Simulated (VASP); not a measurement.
# KCrF3 (Pm-3m) in VASP: single point with LDA+U

Aim: the single point of KCrF3 with LDA+U.

Program: VASP 6.6.1. These are calculated values, not measurements. Logs are shortened: lines on timing, memory, paths and dates and some standing lists are left out, and cuts for length are marked.

## (1) The cell of the first run

Symmetry: Pm-3m, No. 221, cubic system. The conventional cell has a = 4.340 Å, b = 4.340 Å, c = 4.340 Å, α = 90.00°, β = 90.00°, γ = 90.00°. Within 2.9 Å of Cr (site symmetry m-3m) lie 6 F at 2.17 Å. Within 2.9 Å of F (site symmetry 4/mmm) lie 2 Cr at 2.17 Å. K (site symmetry m-3m) has 12 F at 3.07 Å and 8 Cr at 3.76 Å within 4.0 Å.

## (2) Single point, LDA+U, collinear spin, ferromagnetic start

INCAR reads:

```
PREC = Accurate ; ENCUT = 520
EDIFF = 1E-6 ; ISMEAR = -1
SIGMA = 0.0147 ; LREAL = F
LASPH = T ; NELM = 150
ALGO = Normal ; ISIF = 2
LWAVE = F ; LCHARG = F
ISPIN = 2 ; MAGMOM = 4 0 0 0 0
LORBIT = 11 ; LMAXMIX = 4
LDAU = T ; LDAUTYPE = 2
LDAUL = 2 -1 -1 ; LDAUU = 4.24 0 0
LDAUJ = 0 0 0 ; LDAUPRINT = 1
NBANDS = 33 ; ISYM = 0
```

KPOINTS reads:

```
Automatic mesh
0
Gamma
  4 4 4
  0.5 0.5 0.5
```

POSCAR reads:

```
KCrF3
1.0
    4.3401213400      0.0000000000      0.0000000000
    0.0000000000      4.3401213400      0.0000000000
    0.0000000000      0.0000000000      4.3401213400
Cr F K
1 3 1
Direct
    0.0000000000      0.0000000000      0.0000000000
    0.5000000000      0.0000000000      0.0000000000
    0.0000000000      0.5000000000      0.0000000000
    0.0000000000      0.0000000000      0.5000000000
    0.5000000000      0.5000000000      0.5000000000
```

Potentials or basis: VASP PAW LDA potentials, release 64 (Cr_pv, F, K_sv).

On the command line:

```bash
cat potpaw_LDA.64/Cr_pv/POTCAR potpaw_LDA.64/F/POTCAR potpaw_LDA.64/K_sv/POTCAR > POTCAR
mpirun -np 1 vasp_std > vasp.out
```

OUTCAR:

```text
PREC = Accurate
   ENCUT = 520
   EDIFF = 1E-6
   ISMEAR = -1
   LREAL = F
   LASPH = T
   NELM = 150
   ISIF = 2
   ISPIN = 2
   LORBIT = 11
   ISYM = 0

 ion  position               nearest neighbor table
   1  0.000  0.000  0.000-   2 2.17   3 2.17   4 2.17   4 2.17   3 2.17   2 2.17
   2  0.500  0.000  0.000-   1 2.17   1 2.17
   3  0.000  0.500  0.000-   1 2.17   1 2.17
   4  0.000  0.000  0.500-   1 2.17   1 2.17
   5  0.500  0.500  0.500-

IMPORTANT INFORMATION: All symmetrisations will be switched off!
NOSYMM: (Re-)initialisation of all symmetry stuff for point group C_1.

----------------------------------------------------------------------------------------

                                     Primitive cell

  volume of cell :      81.7534

  direct lattice vectors                    reciprocal lattice vectors
     4.340121340  0.000000000  0.000000000     0.230408305  0.000000000  0.000000000
     0.000000000  4.340121340  0.000000000     0.000000000  0.230408305  0.000000000
     0.000000000  0.000000000  4.340121340     0.000000000  0.000000000  0.230408305

  length of vectors
     4.340121340  4.340121340  4.340121340     0.230408305  0.230408305  0.230408305

  position of ions in fractional coordinates (direct lattice)
     0.000000000  0.000000000  0.000000000
     0.500000000  0.000000000  0.000000000
     0.000000000  0.500000000  0.000000000
     0.000000000  0.000000000  0.500000000
     0.500000000  0.500000000  0.500000000

  ion indices of the primitive-cell ions
   primitive index   ion index
                 1           1
                 2           2
                 3           3
                 4           4
                 5           5

----------------------------------------------------------------------------------------

 KPOINTS: Automatic mesh

Automatic generation of k-mesh.
 Grid dimensions read from file:
 generate k-points for:    4    4    4

 Generating k-lattice:

[... 126 lines left out ...]
  o =  0.0142  v =  0.0000  0.0000  0.0000  0.0000  0.0000 -0.0937 -0.7212  0.0000 -0.6864  0.0000      0.0000  0.0000  0.0000  0.0000  0.0000  0.0000  0.0000  0.0000  0.0000  0.0000
  o =  0.0572  v =  0.0000  0.0000  0.0000  0.0000  0.0000 -0.0000  0.0000  0.8450  0.0000  0.5347      0.0000  0.0000  0.0000  0.0000  0.0000  0.0000  0.0000  0.0000  0.0000  0.0000
  o =  0.0573  v =  0.0000  0.0000  0.0000  0.0000  0.0000  0.0000 -0.0000  0.5347 -0.0000 -0.8450      0.0000  0.0000  0.0000  0.0000  0.0000  0.0000  0.0000  0.0000  0.0000  0.0000
  o =  0.5698  v =  0.0000 -0.0000 -0.5473 -0.0000  0.8370  0.0000  0.0000  0.0000  0.0000  0.0000      0.0000  0.0000  0.0000  0.0000  0.0000  0.0000  0.0000  0.0000  0.0000  0.0000
  o =  0.5703  v = -0.0000  0.0000 -0.8370  0.0000 -0.5473  0.0000  0.0000  0.0000  0.0000  0.0000      0.0000  0.0000  0.0000  0.0000  0.0000  0.0000  0.0000  0.0000  0.0000  0.0000
  o =  0.9379  v =  0.0876  0.9950  0.0000  0.0478  0.0000  0.0000  0.0000  0.0000  0.0000  0.0000      0.0000  0.0000  0.0000  0.0000  0.0000  0.0000  0.0000  0.0000  0.0000  0.0000
  o =  0.9379  v =  0.3032  0.0191 -0.0000 -0.9528 -0.0000  0.0000  0.0000  0.0000  0.0000  0.0000      0.0000  0.0000  0.0000  0.0000  0.0000  0.0000  0.0000  0.0000  0.0000  0.0000
  o =  0.9379  v = -0.9489  0.0979  0.0000 -0.3000  0.0000  0.0000  0.0000  0.0000  0.0000  0.0000      0.0000  0.0000  0.0000  0.0000  0.0000  0.0000  0.0000  0.0000  0.0000  0.0000

 number of electron      41.9999946 magnetization       3.9999996

 Free energy of the ion-electron system (eV)
  ---------------------------------------------------
  ext. energy  EPLUGINS =         0.00000000
  ---------------------------------------------------
  free energy    TOTEN  =       -28.34745666 eV

  energy without entropy =      -28.34745610  energy(sigma->0) =      -28.34745638

 E-fermi :   2.0942     XC(G=0):  -9.6227

 val. band max:        1.9112326751   @ k =   0.1250  -0.3750   0.3750
 cond. band min:       2.2774699821   @ k =  -0.1250   0.3750   0.1250
 fundamental gap:      0.3662373070
 Fermi energy:         2.0941640931

 spin component 1

 k-point     1 :       0.1250    0.1250    0.1250
  band No.  band energies     occupation
      1     -41.6332      1.00000
      2     -41.6329      1.00000
      3     -41.6328      1.00000
      4     -28.1480      1.00000
      5     -21.6173      1.00000
      6     -21.3249      1.00000
[... 1721 lines left out ...]
     32      10.8662      0.00000
     33      11.7394      0.00000

 [... further k-points ...]
[... 5 lines left out ...]
  --------------------------------------------------------------------------------------
  -------------------------------------------------------------------------------------
  Total       -5.4444741     -5.4447586     -5.4448014      0.0000039      0.0000012     -0.0000037
  in kB     -106.6991354   -106.7047128   -106.7055500      0.0000758      0.0000228     -0.0000720
  external PRESSURE =    -106.7031327 kB  Pullay stress =       0.0000000 kB

 VOLUME and BASIS-vectors are now :
 -----------------------------------------------------------------------------
  energy-cutoff  :      520.00
  volume of cell :       81.75
      direct lattice vectors                 reciprocal lattice vectors
     4.340121340  0.000000000  0.000000000     0.230408305  0.000000000  0.000000000
     0.000000000  4.340121340  0.000000000     0.000000000  0.230408305  0.000000000
     0.000000000  0.000000000  4.340121340     0.000000000  0.000000000  0.230408305

 POSITION                                       TOTAL-FORCE (eV/Angst)
 -----------------------------------------------------------------------------------
      0.00000      0.00000      0.00000        -0.000003      0.000001      0.000002
      2.17006      0.00000      0.00000         0.000000     -0.000001     -0.000000
      0.00000      2.17006      0.00000         0.000001     -0.000000     -0.000000
      0.00000      0.00000      2.17006         0.000001     -0.000000     -0.000000
      2.17006      2.17006      2.17006         0.000001      0.000000     -0.000001
 -----------------------------------------------------------------------------------
    total drift:                               -0.000001      0.000001      0.000001

  FREE ENERGIE OF THE ION-ELECTRON SYSTEM (eV)
  ---------------------------------------------------
  free  energy   TOTEN  =       -28.3474566571 eV

  energy  without entropy=      -28.3474561024  energy(sigma->0) =      -28.34745638

 total charge

# of ion       s       p       d       tot
------------------------------------------
    1        0.149   6.129   4.091  10.368
    2        1.724   4.314   0.000   6.038
    3        1.724   4.314   0.000   6.038
    4        1.724   4.314   0.000   6.038
    5        1.948   5.554   0.014   7.516
--------------------------------------------------
tot          7.267  24.626   4.105  35.999

 magnetization (x)

# of ion       s       p       d       tot
------------------------------------------
    1        0.019   0.014   3.786   3.819
    2        0.003  -0.018   0.000  -0.015
    3        0.003  -0.018   0.000  -0.015
    4        0.003  -0.018   0.000  -0.015
    5       -0.000  -0.000   0.001   0.000
--------------------------------------------------
tot          0.028  -0.038   3.786   3.775
```

Wall time 2.9 min (1 thread of Intel Xeon 8259CL, shared host); peak memory 0.25 GiB.

Results:

```yaml
Free_energy: -28.3475 eV
Pressure: -10.7 GPa
Band_gap_on_the_k_mesh: zero (filled and empty bands overlap)
Net_moment: 4.00 μB per cell
Site_moments: Cr +3.82; F -0.01; K +0.00 μB
Valence_electrons_inside_the_program's_atomic_spheres: Cr 10.37; F 6.04; K 7.52
```

Eigenvalues of the final occupation matrices:
```
    site  spin  trace               eigenvalues
site 1 d     1   3.95  0.57 0.57 0.94 0.94 0.94
site 1 d     2   0.16  0.01 0.01 0.01 0.06 0.06
```

Caveat: the k points lie up to 0.36 Å⁻¹ apart; a cell with one magnetic atom can't hold antiferromagnetic order, which such compounds often take. The state reached can hang on the start; a lower one may exist.
